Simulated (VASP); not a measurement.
# Mn (Pm-3m) in VASP: a series of runs

Mn is run at these levels: PBEsol; tasks: single point, relaxation of cell and atoms.

Everything below comes from runs of VASP 6.6.1. Logs are shortened: lines on timing, memory, paths and dates and some standing lists are left out, and cuts for length are marked.

## Step 1: The cell of the first run

The structure is cubic, space group Pm-3m (No. 221). The conventional cell has a = 2.253 Å, b = 2.253 Å, c = 2.253 Å, α = 90.00°, β = 90.00°, γ = 90.00°. Within 3.0 Å of Mn (site symmetry m-3m) lie 6 Mn at 2.25 Å.

This isn't the form of Mn at room conditions, which is a 58-atom cubic cell.

## Step 2: Single point, PBEsol

INCAR

```
SYSTEM = Mn
  ALGO = Normal
  EDIFF = 1E-6
  ENCUT = 500
  GGA = PS
  GGA_COMPAT = .False.
  ISIF = 2
  ISMEAR = -1
  LASPH = .True.
  LCHARG = .True.
  LELF = .True.
  LREAL = .False.
  LVHAR = .True.
  LWAVE = .False.
  NBANDS = 12
  NELM = 120
  PREC = Accurate
  SIGMA = 0.1
```

KPOINTS

```
k-points
0
Gamma
  13 13 13
  0 0 0
```

POSCAR

```
Mn
1.0
    2.2531874726      0.0000000000      0.0000000000
    0.0000000000      2.2531874726      0.0000000000
    0.0000000000      0.0000000000      2.2531874726
Mn
1
Direct
    0.0000000000      0.0000000000      0.0000000000
```

Potentials or basis: VASP PAW PBE potentials, release 64 (Mn_pv).

Launch:

```sh
$ cat potpaw_PBE.64/Mn_pv/POTCAR > POTCAR
$ mpirun -np 1 vasp_std > vasp.out
```

OUTCAR:

```text
SYSTEM = Mn
   EDIFF = 1E-6
   ENCUT = 500
   GGA = PS
   ISIF = 2
   ISMEAR = -1
   LASPH = .True.
   LREAL = .False.
   NELM = 120
   PREC = Accurate

 ion  position               nearest neighbor table
   1  0.000  0.000  0.000-

  LATTYP: Found a simple cubic cell.
 ALAT       =     2.2531874726

  Lattice vectors:

 A1 = (   2.2531874726,   0.0000000000,   0.0000000000)
 A2 = (   0.0000000000,   2.2531874726,   0.0000000000)
 A3 = (   0.0000000000,   0.0000000000,   2.2531874726)

Analysis of symmetry for initial positions (statically):
=====================================================================
 Subroutine PRICEL returns:
 Original cell was already a primitive cell.

 Routine SETGRP: Setting up the symmetry group for a
 simple cubic supercell.

 Subroutine GETGRP returns: Found 48 space group operations
 (whereof 48 operations were pure point group operations)
 out of a pool of 48 trial point group operations.

The static configuration has the point symmetry O_h .

Analysis of symmetry for dynamics (positions and initial velocities):
=====================================================================
 Subroutine PRICEL returns:
 Original cell was already a primitive cell.

 Routine SETGRP: Setting up the symmetry group for a
 simple cubic supercell.

 Subroutine GETGRP returns: Found 48 space group operations
 (whereof 48 operations were pure point group operations)
 out of a pool of 48 trial point group operations.

The dynamic configuration has the point symmetry O_h .

 Subroutine INISYM returns: Found 48 space group operations
 (whereof 48 operations are pure point group operations),
 and found     1 'primitive' translations

----------------------------------------------------------------------------------------

                                     Primitive cell

  volume of cell :      11.4391

  direct lattice vectors                    reciprocal lattice vectors
     2.253187473  0.000000000  0.000000000     0.443815711  0.000000000  0.000000000
     0.000000000  2.253187473  0.000000000     0.000000000  0.443815711  0.000000000
     0.000000000  0.000000000  2.253187473     0.000000000  0.000000000  0.443815711

  length of vectors
     2.253187473  2.253187473  2.253187473     0.443815711  0.443815711  0.443815711

  position of ions in fractional coordinates (direct lattice)
     0.000000000  0.000000000  0.000000000

  ion indices of the primitive-cell ions
   primitive index   ion index
                 1           1

----------------------------------------------------------------------------------------

 KPOINTS: k-points

Automatic generation of k-mesh.
 Grid dimensions read from file:
 generate k-points for:   13   13   13

 Generating k-lattice:

  Cartesian coordinates                     Fractional coordinates (reciprocal lattice)
     0.034139670  0.000000000  0.000000000     0.076923077  0.000000000  0.000000000
     0.000000000  0.034139670  0.000000000     0.000000000  0.076923077  0.000000000
     0.000000000  0.000000000  0.034139670     0.000000000  0.000000000  0.076923077

  Length of vectors
     0.034139670  0.034139670  0.034139670

  Shift w.r.t. Gamma in fractional coordinates (k-lattice)
     0.000000000  0.000000000  0.000000000

 Subroutine IBZKPT returns following result:
 ===========================================

 Found     84 irreducible k-points:

 Following reciprocal coordinates:
            Coordinates               Weight
  0.000000  0.000000  0.000000      1.000000
  0.076923  0.000000  0.000000      6.000000
  0.153846  0.000000  0.000000      6.000000
  0.230769  0.000000  0.000000      6.000000
  0.307692  0.000000  0.000000      6.000000
  0.384615  0.000000  0.000000      6.000000
[... 16 lines left out ...]
  0.307692  0.307692  0.000000     12.000000
  0.384615  0.307692  0.000000     24.000000
 [... further k-points ...]
   k-points           NKPTS =     84   k-points in BZ     NKDIM =     84   number of bands    NBANDS=     12
   number of dos      NEDOS =    301   number of ions     NIONS =      1
   total plane-waves  NPLWV =   4096
   dimension x,y,z NGX =    16 NGY =   16 NGZ =   16
   dimension x,y,z NGXF=    32 NGYF=   32 NGZF=   32
   ions per type =               1
   NGX,Y,Z   is equivalent  to a cutoff of  11.81, 11.81, 11.81 a.u.
   NGXF,Y,Z  is equivalent  to a cutoff of  23.61, 23.61, 23.61 a.u.
 SYSTEM =  Mn
   PREC   = accura    normal or accurate (medium, high low for compatibility)
   ISTART =      0    job   : 0-new  1-cont  2-samecut
   ICHARG =      2    charge: 1-file 2-atom 10-const
   ISPIN  =      1    spin polarized calculation?
   LNONCOLLINEAR =      F non collinear calculations
   LSORBIT =      F    spin-orbit coupling
   LASPH  =      T    aspherical Exc in radial PAW
   ENCUT  =  500.0 eV  36.75 Ry    6.06 a.u.   4.11  4.11  4.11*2*pi/ulx,y,z
   NELM   =    120;   NELMIN=  2; NELMDL= -5     # of ELM steps
   EDIFF  = 0.1E-05   stopping-criterion for ELM
   LREAL  =      F    real-space projection
[... 7 lines left out ...]
   TEBEG  =    0.0;   TEEND  =   0.0 temperature during run
   PSTRESS=    0.0 pullay stress
   NELECT =      13.0000    total number of electrons
   NUPDOWN=      -1.0000    fix difference up-down
   EMIN   =  10.00;   EMAX   =-10.00  energy-range for DOS
   EFERMI =   0.00;   METHOD = LEGACY
   ISMEAR =    -1;   SIGMA  =   0.10  broadening in eV -4-tet -1-fermi 0-gaus
   EFERMI_NEDOS =   21; number of points for ismear=-14 and -15
   IALGO  =     38    algorithm
   IMIX   =      4    mixing-type and parameters
     AMIX     =   0.40;   BMIX     =  1.00
     AMIX_MAG =   1.60;   BMIX_MAG =  1.00
  volume/ion in A,a.u.               =      11.44        77.19
  Fermi-wavevector in a.u.,A,eV,Ry     =   1.708409  3.228426 39.710817  2.918663
  Thomas-Fermi vector in A             =   2.787083
   LORBIT       =      0    0 simple, 1 ext, 2 COOP (PROOUT), +10 PAW based schemes
   GGA     = PS    functional components
   LHFCALC =     F    Hartree Fock is set to
   AEXX    =    0.0000 exact exchange contribution
   IVDW    =     0    specifies the selected vdW correction
   LEPSILON=     F    determine dielectric tensor
   LRPA    =     F    only Hartree local field effects (RPA)
 non-spin polarized calculation
  energy-cutoff  :      500.00
  volume of cell :       11.44
 maximum number of plane-waves:       298
   NGX =  9   NGY =  9   NGZ =  9

 number of electron      12.9999989 magnetization

 Free energy of the ion-electron system (eV)
  ---------------------------------------------------
  ext. energy  EPLUGINS =         0.00000000
  ---------------------------------------------------
  free energy    TOTEN  =        -8.79992264 eV

  energy without entropy =       -8.74205724  energy(sigma->0) =       -8.77098994

 E-fermi :   9.8267     XC(G=0): -13.6892

 val. band max:        9.8068332219   @ k =   0.4615   0.3077   0.0769
 cond. band min:       9.8340302793   @ k =   0.3846   0.3846   0.0769
 fundamental gap:      0.0271970575
 Fermi energy:         9.8267183007

 k-point     1 :       0.0000    0.0000    0.0000
  band No.  band energies     occupation
      1     -37.7046      2.00000
      2     -37.7046      2.00000
      3     -37.7046      2.00000
      4       1.6254      2.00000
      5       5.9795      2.00000
      6       5.9795      2.00000
      7      11.5906      0.00000
      8      11.5906      0.00000
      9      11.5906      0.00000
     10      30.6615      0.00000
     11      30.6615      0.00000
     12      30.6615      0.00000

 k-point     2 :       0.0769    0.0000    0.0000
  band No.  band energies     occupation
      1     -37.7637      2.00000
      2     -37.6997      2.00000
      3     -37.6997      2.00000
      4       1.8254      2.00000
      5       6.0205      2.00000
      6       6.1178      2.00000
      7      11.4638      0.00000
      8      11.4638      0.00000
      9      11.6004      0.00000
     10      28.8242      0.00000
     11      30.9611      0.00000
     12      30.9611      0.00000

 k-point     3 :       0.1538    0.0000    0.0000
  band No.  band energies     occupation
      1     -37.9256      2.00000
      2     -37.6857      2.00000
      3     -37.6857      2.00000
      4       2.3981      2.00000
      5       6.1358      2.00000
      6       6.5145      2.00000
      7      11.1250      0.00000
      8      11.1250      0.00000
      9      11.6278      0.00000
     10      25.7629      0.00000
     11      31.8209      0.00000
     12      31.8209      0.00000
[... 286 lines left out ...]
 k-point    23 :       0.3077    0.3077    0.0000
  band No.  band energies     occupation
      1     -38.3131      2.00000
      2     -38.2857      2.00000
      3     -37.5877      2.00000
      4       5.4921      2.00000
      5       6.9478      2.00000
      6       9.3832      1.97657
      7      10.3860      0.00742
      8      10.5421      0.00156
      9      10.8030      0.00012
     10      20.7023      0.00000
     11      24.6442      0.00000
     12      33.3538      0.00000

 k-point    24 :       0.3846    0.3077    0.0000
  band No.  band energies     occupation
      1     -38.4843      2.00000
      2     -38.2738      2.00000
      3     -37.5710      2.00000
      4       5.5019      2.00000
      5       7.0362      2.00000
      6       9.8952      0.67050
      7      10.1290      0.09281
      8      10.5417      0.00157
      9      12.0801      0.00000
     10      18.9373      0.00000
     11      25.0443      0.00000
     12      31.3107      0.00000

 [... further k-points ...]

------------------------ aborting loop because EDIFF is reached ----------------------------------------

  FORCE on cell =-STRESS in cart. coord.  units (eV):
  Direction    XX          YY          ZZ          XY          YZ          ZX
  --------------------------------------------------------------------------------------
  -------------------------------------------------------------------------------------
  Total        0.0210226      0.0210226      0.0210226      0.0000000      0.0000000      0.0000000
  in kB        2.9444607      2.9444607      2.9444607      0.0000000      0.0000000      0.0000000
  external PRESSURE =       2.9444607 kB  Pullay stress =       0.0000000 kB

 VOLUME and BASIS-vectors are now :
 -----------------------------------------------------------------------------
  energy-cutoff  :      500.00
  volume of cell :       11.44
      direct lattice vectors                 reciprocal lattice vectors
     2.253187473  0.000000000  0.000000000     0.443815711  0.000000000  0.000000000
     0.000000000  2.253187473  0.000000000     0.000000000  0.443815711  0.000000000
     0.000000000  0.000000000  2.253187473     0.000000000  0.000000000  0.443815711

 POSITION                                       TOTAL-FORCE (eV/Angst)
 -----------------------------------------------------------------------------------
      0.00000      0.00000      0.00000         0.000000      0.000000      0.000000
 -----------------------------------------------------------------------------------
    total drift:                               -0.000000      0.000000      0.000000

  FREE ENERGIE OF THE ION-ELECTRON SYSTEM (eV)
  ---------------------------------------------------
  free  energy   TOTEN  =        -8.7999226369 eV

  energy  without entropy=       -8.7420572381  energy(sigma->0) =       -8.77098994
```

Wall time 6.8 s (1 thread of Intel Xeon 8259CL, shared host); peak memory 0.09 GiB.

What came out:

| Property | Result |
| --- | --- |
| Free energy | -8.7999 eV |
| Pressure | 0.3 GPa |
| Band gap on the k mesh | zero (an odd number of electrons rules out a gap without spin polarisation) |

Caveat: the PAW data sets were made with another functional, which shifts forces and pressure a little; the run has no spin polarisation, though such a crystal can be magnetic. Spin polarisation is off, so any magnetic state and its effect on volume and gap are missing.

## Step 3: Relaxation of cell and atoms, PBEsol

This run uses another cell than the first one, of 12.69 Å³/atom.

INCAR

```
ALGO = Normal ; EDIFF = 1E-7
EDIFFG = -0.01 ; ENCUT = 500
GGA = PS ; GGA_COMPAT = False
IBRION = 2 ; ISIF = 3
ISMEAR = -1 ; LASPH = True
LCHARG = False ; LREAL = False
LWAVE = False ; NELM = 120
NELMIN = 4 ; NSW = 80
PREC = Accurate ; SIGMA = 0.1
```

KPOINTS

```
k-points
0
Gamma
  13 13 13
```

POSCAR

```
Mn
1.0
    2.3324620846      0.0000000000      0.0000000000
    0.0000000000      2.3324620846      0.0000000000
    0.0000000000      0.0000000000      2.3324620846
Mn
1
Direct
    0.0000000000      0.0000000000      0.0000000000
```

Potentials or basis: VASP PAW PBE potentials, release 64 (Mn_pv).

Launch:

```sh
$ cat potpaw_PBE.64/Mn_pv/POTCAR > POTCAR
$ mpirun -np 1 vasp_std > vasp.out
```

Wall time 26 s (1 thread of Intel Xeon 8259CL, shared host); peak memory 0.1 GiB.

The run converged. Its results:

```yaml
Free_energy: -8.8006 eV
Relaxed_volume: 11.46 Å³/atom
Relaxed_cell: a = 2.255 Å, b = 2.255 Å, c = 2.255 Å, α = 90.00°, β = 90.00°, γ = 90.00°
Space_group_after_relaxing_to_0.1_Å: Pm-3m (No. 221)
Energy_gained_by_relaxing: 81.4 meV/atom
Ionic_steps: 4
Pressure_after_relaxing: -0.1 GPa
Band_gap_on_the_k_mesh: zero (an odd number of electrons rules out a gap without spin polarisation)
```

Step by step:
| step | energy change (eV) | largest force (eV/Å) | pressure (GPa) | volume (Å³) |
| --- | --- | --- | --- | --- |
| 1 | 0.0000 | 0.0000 | -19.33 | 12.69 |
| 2 | 0.0717 | 0.0000 | 39.87 | 10.08 |
| 3 | -0.0813 | 0.0000 | -0.72 | 11.49 |
| 4 | -0.0814 | 0.0000 | -0.11 | 11.46 |

Final structure:
```
Mn
1.0
     2.25482    0.00000    0.00000
     0.00000    2.25482    0.00000
     0.00000    0.00000    2.25482
Mn
1
Direct
  0.00000 0.00000 0.00000
```

Levels at points of the mesh, in eV from the Fermi level:
| k point | band 4 | band 5 | band 6 | band 7 | band 8 | band 9 |
| --- | --- | --- | --- | --- | --- | --- |
| (0.00, 0.00, 0.00) | -8.19 | -3.84 | -3.84 | 1.76 | 1.76 | 1.76 |

Caveat: the PAW data sets were made with another functional, which shifts forces and pressure a little; the run has no spin polarisation, though such a crystal can be magnetic. Spin polarisation is off, so any magnetic state and its effect on volume and gap are missing.

The gap in the log of VASP goes by the Fermi energy; the results here count the filled bands.